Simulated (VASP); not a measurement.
# CdH2O2 (P-3m1) in VASP: notebook

The runs below take CdH2O2 through single point, with PBEsol.

Program: VASP 6.6.1. These are calculated values, not measurements. Logs are shortened: lines on timing, memory, paths and dates and some standing lists are left out, and cuts for length are marked.

## (1) The cell of the first run

Symmetry: P-3m1, No. 164, trigonal system. The conventional cell has a = 3.502 Å, b = 3.502 Å, c = 4.569 Å, α = 90.00°, β = 90.00°, γ = 120.00°. Within 3.0 Å of Cd (site symmetry -3m) lie 6 O at 2.30 Å and 6 H at 2.89 Å. H (site symmetry 3m) has 1 O at 0.97 Å within 1.3 Å. Within 1.3 Å of O (site symmetry 3m) lie 1 H at 0.97 Å.

## (2) Single point, PBEsol

Input file INCAR:

```
ALGO = Normal ; EDIFF = 1E-6
ENCUT = 600 ; GGA = PS
GGA_COMPAT = False ; ISIF = 2
ISMEAR = 0 ; LASPH = True
LCHARG = False ; LREAL = False
LWAVE = False ; NBANDS = 21
NELM = 120 ; PREC = Accurate
SIGMA = 0.01
```

Input file KPOINTS:

```
k-points
0
Gamma
  3 3 3
```

Input file POSCAR:

```
CdH2O2
1.0
    3.5019706991      0.0000000000      0.0000000000
   -1.7509853495      3.0327955887      0.0000000000
    0.0000000000      0.0000000000      4.5691751517
Cd H O
1 2 2
Direct
    0.0000000000      0.0000000000      0.0000000000
    0.6666666667      0.3333333333      0.5468707629
    0.3333333333      0.6666666667      0.4531292371
    0.6666666667      0.3333333333      0.7582065004
    0.3333333333      0.6666666667      0.2417934996
```

Potentials or basis: VASP PAW PBE potentials, release 64 (Cd, H, O).

On the command line:

```console
$ cat potpaw_PBE.64/Cd/POTCAR potpaw_PBE.64/H/POTCAR potpaw_PBE.64/O/POTCAR > POTCAR
$ mpirun -np 1 vasp_std > vasp.out
```

OUTCAR:

```text
EDIFF = 1E-6
   ENCUT = 600
   GGA = PS
   ISIF = 2
   ISMEAR = 0
   LASPH = True
   LREAL = False
   NELM = 120
   PREC = Accurate

 ion  position               nearest neighbor table
   1  0.000  0.000  0.000-   4 2.30   5 2.30   5 2.30   4 2.30   4 2.30   5 2.30
   2  0.667  0.333  0.547-   4 0.97
   3  0.333  0.667  0.453-   5 0.97
   4  0.667  0.333  0.758-   2 0.97   1 2.30   1 2.30   1 2.30
   5  0.333  0.667  0.242-   3 0.97   1 2.30   1 2.30   1 2.30

  LATTYP: Found a hexagonal cell.
 ALAT       =     3.5019706991
 C/A-ratio  =     1.3047439697

  Lattice vectors:

 A1 = (   3.5019706991,   0.0000000000,   0.0000000000)
 A2 = (  -1.7509853495,   3.0327955887,   0.0000000000)
 A3 = (   0.0000000000,   0.0000000000,   4.5691751517)

Analysis of symmetry for initial positions (statically):
=====================================================================
 Subroutine PRICEL returns:
 Original cell was already a primitive cell.

 Routine SETGRP: Setting up the symmetry group for a
 hexagonal supercell.

 Subroutine GETGRP returns: Found 12 space group operations
 (whereof 12 operations were pure point group operations)
 out of a pool of 24 trial point group operations.

The static configuration has the point symmetry D_3d.

Analysis of symmetry for dynamics (positions and initial velocities):
=====================================================================
 Subroutine PRICEL returns:
 Original cell was already a primitive cell.

 Routine SETGRP: Setting up the symmetry group for a
 hexagonal supercell.

 Subroutine GETGRP returns: Found 12 space group operations
 (whereof 12 operations were pure point group operations)
 out of a pool of 24 trial point group operations.

The dynamic configuration has the point symmetry D_3d.

 Subroutine INISYM returns: Found 12 space group operations
 (whereof 12 operations are pure point group operations),
 and found     1 'primitive' translations

----------------------------------------------------------------------------------------

                                     Primitive cell

  volume of cell :      48.5281

  direct lattice vectors                    reciprocal lattice vectors
     3.501970699  0.000000000  0.000000000     0.285553503  0.164864392  0.000000000
    -1.750985350  3.032795589  0.000000000     0.000000000  0.329728783  0.000000000
     0.000000000  0.000000000  4.569175152     0.000000000  0.000000000  0.218857883

  length of vectors
     3.501970699  3.501970699  4.569175152     0.329728783  0.329728783  0.218857883

  position of ions in fractional coordinates (direct lattice)
     0.000000000  0.000000000  0.000000000
     0.666666667  0.333333333  0.546870763
     0.333333333  0.666666667  0.453129237
     0.666666667  0.333333333  0.758206500
     0.333333333  0.666666667  0.241793500

  ion indices of the primitive-cell ions
   primitive index   ion index
                 1           1
                 2           2
                 3           3
                 4           4
                 5           5

----------------------------------------------------------------------------------------

 KPOINTS: k-points

Automatic generation of k-mesh.
 Grid dimensions read from file:
 generate k-points for:    3    3    3

 Generating k-lattice:

  Cartesian coordinates                     Fractional coordinates (reciprocal lattice)
     0.095184501  0.054954797  0.000000000     0.333333333  0.000000000  0.000000000
     0.000000000  0.109909594  0.000000000     0.000000000  0.333333333  0.000000000
     0.000000000  0.000000000  0.072952628     0.000000000  0.000000000  0.333333333

  Length of vectors
     0.109909594  0.109909594  0.072952628

  Shift w.r.t. Gamma in fractional coordinates (k-lattice)
     0.000000000  0.000000000  0.000000000

 Subroutine IBZKPT returns following result:
 ===========================================

 Found      7 irreducible k-points:

 Following reciprocal coordinates:
            Coordinates               Weight
  0.000000  0.000000  0.000000      1.000000
  0.333333 -0.000000  0.000000      6.000000
  0.333333  0.333333  0.000000      2.000000
  0.000000  0.000000  0.333333      2.000000
  0.333333 -0.000000  0.333333      6.000000
  0.000000  0.333333  0.333333      6.000000
  0.333333  0.333333  0.333333      4.000000
   k-points           NKPTS =      7   k-points in BZ     NKDIM =      7   number of bands    NBANDS=     21
   number of dos      NEDOS =    301   number of ions     NIONS =      5
   total plane-waves  NPLWV =  31360
   dimension x,y,z NGX =    28 NGY =   28 NGZ =   40
   dimension x,y,z NGXF=    56 NGYF=   56 NGZF=   80
   ions per type =               1   2   2
   NGX,Y,Z   is equivalent  to a cutoff of  13.29, 13.29, 14.55 a.u.
   NGXF,Y,Z  is equivalent  to a cutoff of  26.58, 26.58, 29.11 a.u.
 SYSTEM =  unknown system
   PREC   = accura    normal or accurate (medium, high low for compatibility)
   ISTART =      0    job   : 0-new  1-cont  2-samecut
   ICHARG =      2    charge: 1-file 2-atom 10-const
   ISPIN  =      1    spin polarized calculation?
   LNONCOLLINEAR =      F non collinear calculations
   LSORBIT =      F    spin-orbit coupling
   LASPH  =      T    aspherical Exc in radial PAW
   ENCUT  =  600.0 eV  44.10 Ry    6.64 a.u.   6.99  6.99  9.13*2*pi/ulx,y,z
   NELM   =    120;   NELMIN=  2; NELMDL= -5     # of ELM steps
   EDIFF  = 0.1E-05   stopping-criterion for ELM
   LREAL  =      F    real-space projection
   EDIFFG = 0.1E-04   stopping-criterion for IOM
   NSW    =      0    number of steps for IOM
   IBRION =     -1    ionic relax: 0-MD 1-quasi-New 2-CG
   NFREE  =      0    steps in history (QN), initial steepest desc. (CG)
   ISIF   =      2    stress and relaxation
   ISYM   =      2    0-nonsym 1-usesym 2-fastsym
   POTIM  = 0.5000    time-step for ionic-motion
   TEBEG  =    0.0;   TEEND  =   0.0 temperature during run
   PSTRESS=    0.0 pullay stress
   NELECT =      26.0000    total number of electrons
   NUPDOWN=      -1.0000    fix difference up-down
   EMIN   =  10.00;   EMAX   =-10.00  energy-range for DOS
   EFERMI =   0.00;   METHOD = LEGACY
   ISMEAR =     0;   SIGMA  =   0.01  broadening in eV -4-tet -1-fermi 0-gaus
   EFERMI_NEDOS =   21; number of points for ismear=-14 and -15
   IALGO  =     38    algorithm
   IMIX   =      4    mixing-type and parameters
     AMIX     =   0.40;   BMIX     =  1.00
     AMIX_MAG =   1.60;   BMIX_MAG =  1.00
  volume/ion in A,a.u.               =       9.71        65.50
  Fermi-wavevector in a.u.,A,eV,Ry     =   1.329642  2.512659 24.054399  1.767948
  Thomas-Fermi vector in A             =   2.458789
   LORBIT       =      0    0 simple, 1 ext, 2 COOP (PROOUT), +10 PAW based schemes
   GGA     = PS    functional components
   LHFCALC =     F    Hartree Fock is set to
   AEXX    =    0.0000 exact exchange contribution
   IVDW    =     0    specifies the selected vdW correction
   LEPSILON=     F    determine dielectric tensor
   LRPA    =     F    only Hartree local field effects (RPA)
 non-spin polarized calculation
 Gauss-broadening in eV      SIGMA  =   0.01
  energy-cutoff  :      600.00
  volume of cell :       48.53
 maximum number of plane-waves:      1629
 NGX is ok and might be reduce to    28
   NGX = 13   NGY = 13   NGZ = 19

 number of electron      25.9999994 magnetization

 Free energy of the ion-electron system (eV)
  ---------------------------------------------------
  ext. energy  EPLUGINS =         0.00000000
  ---------------------------------------------------
  free energy    TOTEN  =       -23.43134003 eV

  energy without entropy =      -23.43134003  energy(sigma->0) =      -23.43134003

 E-fermi :   0.0929     XC(G=0): -10.3418

 val. band max:        0.0148426526   @ k =   0.3333  -0.0000   0.0000
 cond. band min:       1.7015991243   @ k =   0.0000   0.0000   0.0000
 fundamental gap:      1.6867564718
 Fermi energy:         0.0929230857

 k-point     1 :       0.0000    0.0000    0.0000
  band No.  band energies     occupation
      1     -18.5550      2.00000
      2     -17.4420      2.00000
      3      -7.6634      2.00000
      4      -6.3845      2.00000
      5      -6.3845      2.00000
      6      -5.5927      2.00000
[... 13 lines left out ...]
     20      14.9795      0.00000
     21      17.2949      0.00000

 k-point     2 :       0.3333   -0.0000    0.0000
  band No.  band energies     occupation
      1     -18.1811      2.00000
      2     -17.6217      2.00000
      3      -6.9386      2.00000
      4      -6.2811      2.00000
      5      -6.1148      2.00000
      6      -5.9642      2.00000
[... 13 lines left out ...]
     20      13.7373      0.00000
     21      15.0740      0.00000

 k-point     3 :       0.3333    0.3333    0.0000
  band No.  band energies     occupation
      1     -17.8452      2.00000
      2     -17.8452      2.00000
      3      -6.6278      2.00000
      4      -6.6278      2.00000
      5      -5.9246      2.00000
      6      -5.9246      2.00000
[... 13 lines left out ...]
     20      12.6377      0.00000
     21      15.9529      0.00000

 k-point     4 :       0.0000    0.0000    0.3333
  band No.  band energies     occupation
      1     -18.3308      2.00000
      2     -17.7110      2.00000
      3      -7.2750      2.00000
      4      -6.3708      2.00000
      5      -6.3708      2.00000
      6      -5.6016      2.00000
[... 13 lines left out ...]
     20      15.9184      0.00000
     21      15.9186      0.00000

 k-point     5 :       0.3333   -0.0000    0.3333
  band No.  band energies     occupation
      1     -18.0587      2.00000
      2     -17.7418      2.00000
      3      -6.9064      2.00000
      4      -6.5299      2.00000
      5      -6.1363      2.00000
      6      -5.8367      2.00000
[... 13 lines left out ...]
     20      13.4578      0.00000
     21      15.2494      0.00000

 k-point     6 :       0.0000    0.3333    0.3333
  band No.  band energies     occupation
      1     -18.1050      2.00000
      2     -17.6877      2.00000
      3      -7.2019      2.00000
      4      -6.3897      2.00000
      5      -6.1624      2.00000
      6      -5.8285      2.00000
[... 13 lines left out ...]
     20      14.8132      0.00000
     21      15.0780      0.00000

 k-point     7 :       0.3333    0.3333    0.3333
  band No.  band energies     occupation
      1     -17.8381      2.00000
      2     -17.8381      2.00000
      3      -6.6432      2.00000
      4      -6.6432      2.00000
      5      -5.9703      2.00000
      6      -5.9703      2.00000
[... 13 lines left out ...]
     20      15.2228      0.00000
     21      16.9001      0.00000

------------------------ aborting loop because EDIFF is reached ----------------------------------------

  FORCE on cell =-STRESS in cart. coord.  units (eV):
  Direction    XX          YY          ZZ          XY          YZ          ZX
  --------------------------------------------------------------------------------------
  -------------------------------------------------------------------------------------
  Total        0.2626747      0.2626747      1.3508258      0.0000000      0.0000000      0.0000000
  in kB        8.6723201      8.6723201     44.5981115      0.0000000      0.0000000      0.0000000
  external PRESSURE =      20.6475839 kB  Pullay stress =       0.0000000 kB

 VOLUME and BASIS-vectors are now :
 -----------------------------------------------------------------------------
  energy-cutoff  :      600.00
  volume of cell :       48.53
      direct lattice vectors                 reciprocal lattice vectors
     3.501970699  0.000000000  0.000000000     0.285553503  0.164864392  0.000000000
    -1.750985350  3.032795589  0.000000000     0.000000000  0.329728783  0.000000000
     0.000000000  0.000000000  4.569175152     0.000000000  0.000000000  0.218857883

 POSITION                                       TOTAL-FORCE (eV/Angst)
 -----------------------------------------------------------------------------------
      0.00000      0.00000      0.00000        -0.000000     -0.000000      0.000000
      1.75099      1.01093      2.49875        -0.000000      0.000000     -0.697465
     -0.00000      2.02186      2.07043        -0.000000      0.000000      0.697465
      1.75099      1.01093      3.46438        -0.000000     -0.000000      0.677075
     -0.00000      2.02186      1.10480         0.000000     -0.000000     -0.677075
 -----------------------------------------------------------------------------------
    total drift:                                0.000000     -0.000000      0.000000

  FREE ENERGIE OF THE ION-ELECTRON SYSTEM (eV)
  ---------------------------------------------------
  free  energy   TOTEN  =       -23.4313400258 eV

  energy  without entropy=      -23.4313400258  energy(sigma->0) =      -23.43134003
```

Wall time 5.6 s (1 thread of Intel Xeon 6975P-C (Granite Rapids), shared host); peak memory 0.17 GiB.

What came out:

```
Free energy            : -23.4313 eV
Pressure               : 2.1 GPa
Largest force          : 0.697 eV/Å
Band gap on the k mesh : 1.69 eV (least direct gap 1.99 eV)
```

Forces in eV/Å, atoms in the order of the input:
```
Cd   0.000  0.000  0.000
H    0.000  0.000 -0.697
H    0.000  0.000  0.697
O    0.000  0.000  0.677
O    0.000  0.000 -0.677
```

Levels at points of the mesh, in eV from the valence-band top:
| k point | band 11 | band 12 | band 13 | band 14 | band 15 | band 16 |
| --- | --- | --- | --- | --- | --- | --- |
| (0.00, 0.00, 0.00) | -1.04 | -0.30 | -0.30 | 1.69 | 6.12 | 10.33 |

Caveat: the k points lie up to 0.69 Å⁻¹ apart; the PAW data sets were made with another functional, which shifts forces and pressure a little; an odd mesh through Γ misses points on the zone boundary, where band edges can lie.

## (3) Single point, PBEsol

Input file INCAR:

```
SYSTEM = CdH2O2
ALGO = Normal
EDIFF = 1E-6
ENCUT = 600
GGA = PS
GGA_COMPAT = .False.
ISIF = 2
ISMEAR = -1
LASPH = .True.
LCHARG = .False.
LREAL = .False.
LWAVE = .False.
NBANDS = 21
NELM = 120
PREC = Accurate
SIGMA = 0.2
```

Input file KPOINTS:

```
k-points
0
Gamma
  6 6 4
  0 0 0
```

POSCAR is that of step 2.

Potentials or basis: VASP PAW PBE potentials, release 64 (Cd, H, O).

On the command line:

```console
$ cat potpaw_PBE.64/Cd/POTCAR potpaw_PBE.64/H/POTCAR potpaw_PBE.64/O/POTCAR > POTCAR
$ mpirun -np 1 vasp_std > vasp.out
```

Run time: 13 s. Hardware: 1 thread of Intel Xeon 6975P-C (Granite Rapids), shared host; peak memory 0.19 GiB.

It converged, with:

| Quantity | Value |
| --- | --- |
| Free energy | -23.4756 eV |
| Pressure | 1.9 GPa |
| Largest force | 0.726 eV/Å |
| Band gap on the k mesh | 1.62 eV (least direct gap 2.00 eV) |

Forces in eV/Å, atoms in the order of the input:
```
Cd   0.000  0.000  0.000
H    0.000  0.000 -0.726
H    0.000  0.000  0.726
O    0.000  0.000  0.701
O    0.000  0.000 -0.701
```

Stress tensor (GPa, compression positive):
```
0.58 0.00 0.00
0.00 0.58 0.00
0.00 0.00 4.68
```

Levels at points of the mesh, in eV from the valence-band top:
```tsv
k point	band 11	band 12	band 13	band 14	band 15	band 16
(0.00, 0.00, 0.00)	-1.12	-0.38	-0.38	1.62	6.06	10.26
(0.50, 0.00, 0.00)	-2.56	-2.34	0.00	6.42	6.54	8.80
(0.00, 0.00, 0.50)	-1.38	-0.07	-0.07	4.28	4.41	11.02
(0.50, 0.00, 0.50)	-2.06	-1.84	-0.53	6.04	6.94	9.13
```

Caveat: the PAW data sets were made with another functional, which shifts forces and pressure a little.

## (4) Single point, PBEsol

Input file INCAR:

```
SYSTEM = CdH2O2
  PREC = Accurate
  ENCUT = 600
  EDIFF = 1E-6
  ISMEAR = 0
  SIGMA = 0.01
  LREAL = .FALSE.
  LASPH = .TRUE.
  NELM = 120
  ALGO = Normal
  ISIF = 2
  LWAVE = .FALSE.
  LCHARG = .FALSE.
  GGA = PS
  NBANDS = 21
  GGA_COMPAT = .FALSE.
```

Input file KPOINTS:

```
Automatic mesh
0
Gamma
  6 6 4
  0 0 0.5
```

POSCAR is that of step 3.

On the command line:

```console
$ cat potpaw_PBE.64/Cd/POTCAR potpaw_PBE.64/H/POTCAR potpaw_PBE.64/O/POTCAR > POTCAR
$ mpirun -np 1 vasp_std > vasp.out
```

Run time: 12 s. Hardware: 1 thread of Intel Xeon 6975P-C (Granite Rapids), shared host; peak memory 0.19 GiB.

It converged, with:

```
Free energy            : -23.4751 eV
Pressure               : 1.9 GPa
Largest force          : 0.724 eV/Å
Band gap on the k mesh : 1.91 eV (least direct gap 2.18 eV)
```

Forces on the atoms (eV/Å):
```
Cd   0.000  0.000  0.000
H    0.000  0.000 -0.724
H    0.000  0.000  0.724
O    0.000  0.000  0.699
O    0.000  0.000 -0.699
```

Stress tensor (GPa, compression positive):
```
0.57 0.00 0.00
0.00 0.57 0.00
0.00 0.00 4.66
```

Levels at points of the mesh, in eV from the valence-band top:
```
           k point  band 10  band 11  band 12  band 13  band 14  band 15  band 16  band 17
(0.00, 0.00, 0.12)    -1.12    -1.12    -0.27    -0.27     1.91     6.09    10.17    12.86
```

Caveat: the PAW data sets were made with another functional, which shifts forces and pressure a little; a shifted mesh leaves out Γ, where band edges can lie.

## (5) Overview

```tsv
k mesh	smearing	gap on the mesh (eV)	pressure (GPa)	largest force (eV/Å)
3 × 3 × 3	gaussian 0.01 eV	1.69	2.1	0.70
6 × 6 × 4	fermi-dirac 0.2 eV	1.62	1.9	0.73
6 × 6 × 4, shifted	gaussian 0.01 eV	1.91	1.9	0.72
```

Alike in all rows: task single point; level PBEsol; potentials or basis VASP PAW PBE potentials, release 64 (Cd, H, O); no spin polarisation; cell as given; cutoff (eV) 600.

Caveats: some runs use coarse meshes; the PAW data sets were made with another functional, which shifts forces and pressure a little; an odd mesh through Γ misses points on the zone boundary, where band edges can lie (at least some runs); a shifted mesh leaves out Γ, where band edges can lie (at least some runs).

Absolute energies hang on the potentials; compare differences alone.
